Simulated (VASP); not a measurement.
# Ta in VASP: a series of runs, part 2 of 2

VASP 6.6.1. The steps go on from the part before.

### 4 Single point, BLYP+D3(BJ)

This run uses another cell than the first one.

INCAR

```
  AGGAC = 1.0
  AGGAX = 1.0
  ALDAC = 0.0
  ALDAX = 1.0
  ALGO = Normal
  EDIFF = 1E-6
  ENCUT = 520
  GGA = B5
  ISIF = 2
  ISMEAR = 1
  IVDW = 12
  LASPH = T
  LCHARG = F
  LREAL = F
  LWAVE = F
  NBANDS = 30
  NELM = 80
  PREC = Accurate
  SIGMA = 0.15
  VDW_A1 = 0.4298
  VDW_A2 = 4.2359
  VDW_S6 = 1.0
  VDW_S8 = 2.6996
```

KPOINTS

```
k-points
0
Gamma
  1 1 10
```

POSCAR

```
Ta
1.0
   22.6870835676      0.0000000000      0.0000000000
    0.0000000000     22.6870835676      0.0000000000
    0.0000000000      0.0000000000      2.4301398661
Ta
4
Direct
    0.3187727563      0.8187727563      0.0000000000
    0.6812272437      0.1812272437      0.0000000000
    0.1812272437      0.3187727563      0.0000000000
    0.8187727563      0.6812272437      0.0000000000
```

Potentials or basis: VASP PAW PBE potentials, release 64 (Ta_pv).

Launch:

```sh
$ cat potpaw_PBE.64/Ta_pv/POTCAR > POTCAR
$ mpirun -np 1 vasp_std > vasp.out
```

OUTCAR:

```text
EDIFF = 1E-6
   ENCUT = 520
   GGA = B5
   ISIF = 2
   ISMEAR = 1
   IVDW = 12
   LASPH = T
   LREAL = F
   NELM = 80
   PREC = Accurate
 IVDW          = 12

 ion  position               nearest neighbor table
   1  0.319  0.819  0.000-
   2  0.681  0.181  0.000-
   3  0.181  0.319  0.000-
   4  0.819  0.681  0.000-

  LATTYP: Found a simple tetragonal cell.
 ALAT       =    22.6870835676
 C/A-ratio  =     0.1071155690

  Lattice vectors:

 A1 = (  22.6870835676,   0.0000000000,   0.0000000000)
 A2 = (   0.0000000000,  22.6870835676,   0.0000000000)
 A3 = (   0.0000000000,   0.0000000000,   2.4301398661)

Analysis of symmetry for initial positions (statically):
=====================================================================
 Subroutine PRICEL returns:
 Original cell was already a primitive cell.

 Routine SETGRP: Setting up the symmetry group for a
 simple tetragonal supercell.

 Subroutine GETGRP returns: Found 16 space group operations
 (whereof  8 operations were pure point group operations)
 out of a pool of 16 trial point group operations.

The static configuration has the point symmetry C_4h.
 The point group associated with its full space group is D_4h.

Analysis of symmetry for dynamics (positions and initial velocities):
=====================================================================
 Subroutine PRICEL returns:
 Original cell was already a primitive cell.

 Routine SETGRP: Setting up the symmetry group for a
 simple tetragonal supercell.

 Subroutine GETGRP returns: Found 16 space group operations
 (whereof  8 operations were pure point group operations)
 out of a pool of 16 trial point group operations.

The dynamic configuration has the point symmetry C_4h.
 The point group associated with its full space group is D_4h.

 Subroutine INISYM returns: Found 16 space group operations
 (whereof  8 operations are pure point group operations),
 and found     1 'primitive' translations

----------------------------------------------------------------------------------------

                                     Primitive cell

  volume of cell :    1250.8021

  direct lattice vectors                    reciprocal lattice vectors
    22.687083568  0.000000000  0.000000000     0.044077944  0.000000000  0.000000000
     0.000000000 22.687083568  0.000000000     0.000000000  0.044077944  0.000000000
     0.000000000  0.000000000  2.430139866     0.000000000  0.000000000  0.411498949

  length of vectors
    22.687083568 22.687083568  2.430139866     0.044077944  0.044077944  0.411498949

  position of ions in fractional coordinates (direct lattice)
     0.318772756  0.818772756  0.000000000
     0.681227244  0.181227244  0.000000000
     0.181227244  0.318772756  0.000000000
     0.818772756  0.681227244  0.000000000

  ion indices of the primitive-cell ions
   primitive index   ion index
                 1           1
                 2           2
                 3           3
                 4           4

----------------------------------------------------------------------------------------

 KPOINTS: k-points

Automatic generation of k-mesh.
 Grid dimensions read from file:
 generate k-points for:    1    1   10

 Generating k-lattice:

  Cartesian coordinates                     Fractional coordinates (reciprocal lattice)
     0.044077944  0.000000000  0.000000000     1.000000000  0.000000000  0.000000000
     0.000000000  0.044077944  0.000000000     0.000000000  1.000000000  0.000000000
     0.000000000  0.000000000  0.041149895     0.000000000  0.000000000  0.100000000

  Length of vectors
     0.044077944  0.044077944  0.041149895

  Shift w.r.t. Gamma in fractional coordinates (k-lattice)
     0.000000000  0.000000000  0.000000000

 Subroutine IBZKPT returns following result:
 ===========================================

 Found      6 irreducible k-points:

 Following reciprocal coordinates:
            Coordinates               Weight
  0.000000  0.000000  0.000000      1.000000
  0.000000  0.000000  0.100000      2.000000
  0.000000  0.000000  0.200000      2.000000
  0.000000  0.000000  0.300000      2.000000
  0.000000  0.000000  0.400000      2.000000
  0.000000  0.000000  0.500000      1.000000
   k-points           NKPTS =      6   k-points in BZ     NKDIM =      6   number of bands    NBANDS=     30
   number of dos      NEDOS =    301   number of ions     NIONS =      4
   total plane-waves  NPLWV = 583200
   dimension x,y,z NGX =   180 NGY =  180 NGZ =   18
   dimension x,y,z NGXF=   360 NGYF=  360 NGZF=   36
   ions per type =               4
   NGX,Y,Z   is equivalent  to a cutoff of  13.19, 13.19, 12.31 a.u.
   NGXF,Y,Z  is equivalent  to a cutoff of  26.38, 26.38, 24.63 a.u.
 SYSTEM =  unknown system
   PREC   = accura    normal or accurate (medium, high low for compatibility)
   ISTART =      0    job   : 0-new  1-cont  2-samecut
   ICHARG =      2    charge: 1-file 2-atom 10-const
   ISPIN  =      1    spin polarized calculation?
   LNONCOLLINEAR =      F non collinear calculations
   LSORBIT =      F    spin-orbit coupling
   LASPH  =      T    aspherical Exc in radial PAW
   ENCUT  =  520.0 eV  38.22 Ry    6.18 a.u.  42.18 42.18  4.52*2*pi/ulx,y,z
   NELM   =     80;   NELMIN=  2; NELMDL= -5     # of ELM steps
   EDIFF  = 0.1E-05   stopping-criterion for ELM
   LREAL  =      F    real-space projection
   EDIFFG = 0.1E-04   stopping-criterion for IOM
   NSW    =      0    number of steps for IOM
   IBRION =     -1    ionic relax: 0-MD 1-quasi-New 2-CG
   NFREE  =      0    steps in history (QN), initial steepest desc. (CG)
   ISIF   =      2    stress and relaxation
   ISYM   =      2    0-nonsym 1-usesym 2-fastsym
   POTIM  = 0.5000    time-step for ionic-motion
   TEBEG  =    0.0;   TEEND  =   0.0 temperature during run
   PSTRESS=    0.0 pullay stress
   NELECT =      44.0000    total number of electrons
   NUPDOWN=      -1.0000    fix difference up-down
   EMIN   =  10.00;   EMAX   =-10.00  energy-range for DOS
   EFERMI =   0.00;   METHOD = LEGACY
   ISMEAR =     1;   SIGMA  =   0.15  broadening in eV -4-tet -1-fermi 0-gaus
   EFERMI_NEDOS =   21; number of points for ismear=-14 and -15
   IALGO  =     38    algorithm
   IMIX   =      4    mixing-type and parameters
     AMIX     =   0.40;   BMIX     =  1.00
     AMIX_MAG =   1.60;   BMIX_MAG =  1.00
  volume/ion in A,a.u.               =     312.70      2110.21
  Fermi-wavevector in a.u.,A,eV,Ry     =   0.536409  1.013666  3.914869  0.287735
  Thomas-Fermi vector in A             =   1.561716
   LORBIT       =      0    0 simple, 1 ext, 2 COOP (PROOUT), +10 PAW based schemes
   GGA     = B5    functional components
   LHFCALC =     F    Hartree Fock is set to
   AEXX    =    0.0000 exact exchange contribution
   IVDW    =    12    specifies the selected vdW correction
   LEPSILON=     F    determine dielectric tensor
   LRPA    =     F    only Hartree local field effects (RPA)
 non-spin polarized calculation
 Methfessel and Paxton  Order N= 1 SIGMA  =   0.15
  energy-cutoff  :      520.00
  volume of cell :     1250.80
 maximum number of plane-waves:     33885
 NGX is ok and might be reduce to   180
   NGX = 85   NGY = 85   NGZ =  9

 number of electron      44.0000002 magnetization

 Free energy of the ion-electron system (eV)
  ---------------------------------------------------
  ext. energy  EPLUGINS =         0.00000000
  ---------------------------------------------------
  free energy    TOTEN  =       -24.32060734 eV

  energy without entropy =      -24.27946946  energy(sigma->0) =      -24.30689471

 E-fermi :  -3.3591     XC(G=0):  -1.7415

 val. band max:       -3.3924646459   @ k =   0.0000   0.0000   0.1000
 cond. band min:      -3.2691841649   @ k =   0.0000   0.0000   0.2000
 fundamental gap:      0.1232804810
 Fermi energy:        -3.3590806069

 k-point     1 :       0.0000    0.0000    0.0000
  band No.  band energies     occupation
      1     -38.0390      2.00000
      2     -38.0390      2.00000
      3     -38.0390      2.00000
      4     -38.0390      2.00000
      5     -38.0390      2.00000
      6     -38.0390      2.00000
[... 187 lines left out ...]
     29      -1.3167     -0.00000
     30      -1.3167     -0.00000

------------------------ aborting loop because EDIFF is reached ----------------------------------------

 Edisp (eV)   -0.74817

 E8    (eV) :    -0.6109

  FORCE on cell =-STRESS in cart. coord.  units (eV):
  Direction    XX          YY          ZZ          XY          YZ          ZX
  --------------------------------------------------------------------------------------
  -------------------------------------------------------------------------------------
  Total      -0.11224    -0.11224     0.81176     0.00000    -0.00000     0.00000
  in kB      -0.14377    -0.14377     1.03979     0.00000    -0.00000     0.00000
  external pressure =        0.25 kB  Pullay stress =        0.00 kB

 VOLUME and BASIS-vectors are now :
 -----------------------------------------------------------------------------
  energy-cutoff  :      520.00
  volume of cell :     1250.80
      direct lattice vectors                 reciprocal lattice vectors
    22.687083568  0.000000000  0.000000000     0.044077944  0.000000000  0.000000000
     0.000000000 22.687083568  0.000000000     0.000000000  0.044077944  0.000000000
     0.000000000  0.000000000  2.430139866     0.000000000  0.000000000  0.411498949

 POSITION                                       TOTAL-FORCE (eV/Angst)
 -----------------------------------------------------------------------------------
      7.23202     18.57557      0.00000        -0.000017     -0.000017      0.000000
     15.45506      4.11152      0.00000         0.000017      0.000017     -0.000000
      4.11152      7.23202      0.00000         0.000017     -0.000017      0.000000
     18.57557     15.45506      0.00000        -0.000017      0.000017     -0.000000
 -----------------------------------------------------------------------------------
    total drift:                               -0.000000     -0.000000      0.000000

  FREE ENERGIE OF THE ION-ELECTRON SYSTEM (eV)
  ---------------------------------------------------
  free  energy   TOTEN  =       -25.0687774838 eV

  energy  without entropy=      -25.0276395991  energy(sigma->0) =      -25.05506486
```

OSZICAR:

```text
N       E                     dE             d eps       ncg     rms          rms(c)
DAV:   1     0.210305565516E+03    0.21031E+03   -0.20032E+04   544   0.963E+02
DAV:   2     0.787691073389E+01   -0.20243E+03   -0.19049E+03   472   0.193E+02
DAV:   3    -0.218291087213E+02   -0.29706E+02   -0.24840E+02   510   0.415E+01
[... 29 lines left out ...]
DAV:  33    -0.243206054074E+02   -0.79859E-05   -0.54532E-05   360   0.374E-02    0.212E-03
DAV:  34    -0.243206020849E+02    0.33225E-05   -0.14703E-05   350   0.211E-02    0.222E-03
DAV:  35    -0.243206015610E+02    0.52393E-06   -0.12675E-05   364   0.208E-02    0.225E-03
DAV:  36    -0.243206075986E+02   -0.60377E-05   -0.57073E-05   346   0.387E-02    0.236E-03
DAV:  37    -0.243206073427E+02    0.25591E-06   -0.11913E-06   328   0.541E-03
   1 F= -.25068777E+02 E0= -.25055065E+02  d E =-.411379E-01
```

stdout:

```text
POSCAR found type information on POSCAR Ta
 POSCAR found :  1 types and       4 ions
 scaLAPACK will be used
 -----------------------------------------------------------------------------
|                                                                             |
|                                                                             |
|     You enforced a specific xc type in the INCAR file but a different       |
|     I HOPE YOU KNOW WHAT YOU ARE DOING!                                     |
|                                                                             |
 -----------------------------------------------------------------------------

 LDA part: xc-table for (Slater(with rela. corr.)+VWN5), standard interpolation
 POSCAR, INCAR and KPOINTS ok, starting setup
 FFT: planning ... GRIDC
 FFT: planning ... GRID_SOFT
 FFT: planning ... GRID
 WAVECAR not read
 entering main loop
```

It took 13 min on 1 thread of Intel Xeon Platinum 8488C (Sapphire Rapids), shared host; peak memory 1.1 GiB.

Results:

| Quantity | Value |
| --- | --- |
| Free energy | -25.0688 eV |
| Band gap on the k mesh | zero (bands 22 and 23 overlap by 2.25 eV) |
| Dispersion energy per atom | -0.187 eV |

Levels at points of the mesh, in eV from the Fermi level:
| k point | band 19 | band 20 | band 21 | band 22 | band 23 | band 24 | band 25 | band 26 |
| --- | --- | --- | --- | --- | --- | --- | --- | --- |
| (0.00, 0.00, 0.00) | -1.65 | -1.65 | -0.20 | -0.20 | -0.20 | -0.20 | -0.20 | -0.20 |
| (0.00, 0.00, 0.50) | -2.24 | -2.24 | 1.99 | 1.99 | 1.99 | 1.99 | 2.04 | 2.04 |

Caveat: the PAW data sets were made with another functional, which shifts forces and pressure a little; spin-orbit coupling is left out, which moves the levels of the heavy elements.

### 5 Overview

| level | cell | gap on the mesh (eV) |
| --- | --- | --- |
| PBEsol | a = 22.709, b = 22.709, c = 2.377 Å, 4 atoms, atomic positions A | none |
| PBEsol+D3(BJ) | a = 22.709, b = 22.709, c = 2.377 Å, 4 atoms, atomic positions A | none |
| BLYP+D3(BJ) | a = 22.687, b = 22.687, c = 2.430 Å, 4 atoms, atomic positions B | none |

Alike in all rows: task single point; potentials or basis VASP PAW PBE potentials, release 64 (Ta_pv); no spin polarisation; k mesh 1 × 1 × 10; cutoff (eV) 520; smearing methfessel-paxton 0.15 eV.

Caveats: the PAW data sets were made with another functional, which shifts forces and pressure a little; spin-orbit coupling is left out, which moves the levels of the heavy elements.

Total energies depend on the potentials used, so only differences within one code and one set of settings carry meaning.

The gap in the log of VASP goes by the Fermi energy; the results here count the filled bands.